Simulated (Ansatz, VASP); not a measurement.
AlP in VASP and in Ansatz

Contents of POSCAR:

```
AlP
1.0
    0.0000000000      2.7929854308      2.7929854308
    2.7929854308      0.0000000000      2.7929854308
    2.7929854308      2.7929854308      0.0000000000
Al P
1 1
Direct
    0.0000000000      0.0000000000      0.0000000000
    0.2500000000      0.2500000000      0.2500000000
```

The input INCAR.step1:

```
SYSTEM = AlP
PREC     = Accurate       ! precision mode
ENCUT    = 550            ! plane-wave cutoff, eV
ISMEAR   = 0              ! smearing method
SIGMA    = 0.01           ! smearing width, eV
LREAL    = .FALSE.        ! projectors in reciprocal space
LASPH    = .TRUE.         ! aspherical terms in the spheres
NELM     = 120            ! most SCF steps
NBANDS   = 11             ! bands
GGA      = PE             ! functional
ALGO     = Normal         ! electronic algorithm
EDIFF    = 1E-5           ! SCF threshold, eV
LWAVE    = .TRUE.         ! write WAVECAR
LCHARG   = .FALSE.        ! write CHGCAR
GGA_COMPAT= .FALSE.
```

Contents of INCAR.step2:

```
SYSTEM = AlP
PREC     = Accurate       ! precision mode
ENCUT    = 550            ! plane-wave cutoff, eV
EDIFF    = 1E-6           ! SCF threshold, eV
ISMEAR   = 0              ! smearing method
SIGMA    = 0.01           ! smearing width, eV
LREAL    = .FALSE.        ! projectors in reciprocal space
LASPH    = .TRUE.         ! aspherical terms in the spheres
NELM     = 120            ! most SCF steps
ALGO     = Normal         ! electronic algorithm
ISIF     = 2              ! what is computed and relaxed
LWAVE    = .FALSE.        ! write WAVECAR
LCHARG   = .FALSE.        ! write CHGCAR
METAGGA  = R2SCAN         ! meta-GGA
LMIXTAU  = .TRUE.       
NBANDS   = 11             ! bands
ISTART   = 1            
GGA_COMPAT= .FALSE.
```

The input KPOINTS:

```
regular mesh
0
G
  6 6 6
  0 0 0
```

Input for Ansatz:

```yaml
crystal:
  lattice:
    - [0.0, 2.7929854308, 2.7929854308]
    - [2.7929854308, 0.0, 2.7929854308]
    - [2.7929854308, 2.7929854308, 0.0]
  atoms:
    - { symbol: Al, position: [0.0, 0.0, 0.0] }
    - { symbol: P, position: [0.25, 0.25, 0.25] }
kpoints:
  mp_grid: { grid: [6, 6, 6] }
hamiltonian:
  xc: r2scan
scf:
  occupations: { method: fixed }
  n_extra_bands: 4
output:
  forces: true
  stress: true
  eigenvalues: true
```

Alike in both runs: task single point; functional r2SCAN; k mesh 6 × 6 × 6; no spin polarisation.

|  | VASP | Ansatz |
| --- | --- | --- |
| version | VASP 6.6.1 | Ansatz 0.2.0 |
| potentials or method | VASP PAW PBE potentials, release 64 (Al, P) | plane waves, PAW |
| plane-wave cutoff (eV) | 550 | 500 |
| occupations | gaussian, width 0.01 eV | fixed |
| valence electrons in the cell | 8 | 8 |

```csv
,VASP,Ansatz,Ansatz less VASP
gap on the k mesh at the Fermi level (eV),2.02,2.02,-0.003
pressure (GPa),-4.9,-4.7,+0.27
```

VASP's potentials were made for PBE, not for r2SCAN.
